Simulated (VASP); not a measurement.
The system is Sr2AlO.

```xyz
4
Lattice="3.5287 0.0000 0.0000 -1.7644 3.0560 0.0000 0.0000 0.0000 8.6010" Properties=species:S:1:pos:R:3 pbc="T T T"
Sr    0.0000    0.0000    6.1785
Sr    0.0000    0.0000    2.4225
Al    0.0000    0.0000    0.0000
O     0.0000    0.0000    4.3005
```

* Program: VASP 6.6.1
* Task: relaxation of cell and atoms
* Functional: PBE
* Potentials or basis: VASP PAW PBE potentials, release 64 (Sr_sv, Al, O)
* Cutoff: 600 eV
* k mesh: 6 × 6 × 2
* Occupations: gaussian, width 0.1 eV
* Spin: no spin polarisation

At the start: pressure 26.7 GPa; volume 23.19 Å³/atom.

Where does the relaxation end?

Over 17 steps the energy falls by 1089.9 meV/atom and the volume is 40.16 Å³/atom (+73.2 %); space group P6/mmm (No. 191, to 0.05 Å).

The path:
| step | energy change (eV) | largest force (eV/Å) | pressure (GPa) | volume (Å³) |
| --- | --- | --- | --- | --- |
| 1 | 0.0000 | 1.3374 | 26.73 | 92.75 |
| 2 | -0.5700 | 1.8070 | -3.77 | 148.53 |
| 3 | -2.8080 | 3.3636 | 2.50 | 115.72 |
| 4 | -2.8536 | 3.4123 | 3.39 | 113.68 |
| 5 | -2.8686 | 3.3172 | 4.87 | 111.13 |
| 6 | -2.8702 | 3.3549 | 4.44 | 111.81 |
| 7 | -3.8985 | 1.6211 | 1.77 | 128.07 |
| 8 | -4.3178 | 0.2692 | 0.76 | 150.57 |
| 9 | -4.3182 | 0.3694 | 0.75 | 151.84 |
| 10 | -4.3370 | 0.0567 | -0.23 | 157.10 |
| 11 | -4.3370 | 0.0735 | -0.26 | 157.32 |
| 12 | -4.3500 | 0.0125 | -0.20 | 159.18 |
| 13 | -4.3570 | 0.1356 | -0.09 | 161.92 |
| 14 | -4.3570 | 0.1316 | -0.10 | 161.83 |
| 15 | -4.3570 | 0.1251 | -0.10 | 161.68 |
| 16 | -4.3578 | 0.1027 | -0.10 | 161.42 |
| 17 | -4.3596 | 0.0358 | -0.07 | 160.65 |

Final structure:
```xyz
4
Lattice="4.1423 0.0000 0.0000 -2.0711 3.5873 0.0000 0.0000 0.0000 10.8113" Properties=species:S:1:pos:R:3 pbc="T T T"
Sr    0.0000    0.0000    7.5154
Sr    0.0000    0.0000    3.2959
Al    0.0000    0.0000    0.0000
O     0.0000    0.0000    5.4056
```

Caveat: the k points lie up to 0.29 Å⁻¹ apart in the final cell; the volume moved by over 15 % at a fixed basis, so the end points are rough; an odd number of electrons without spin polarisation forces a metal; a magnetic or distorted state may lie lower.
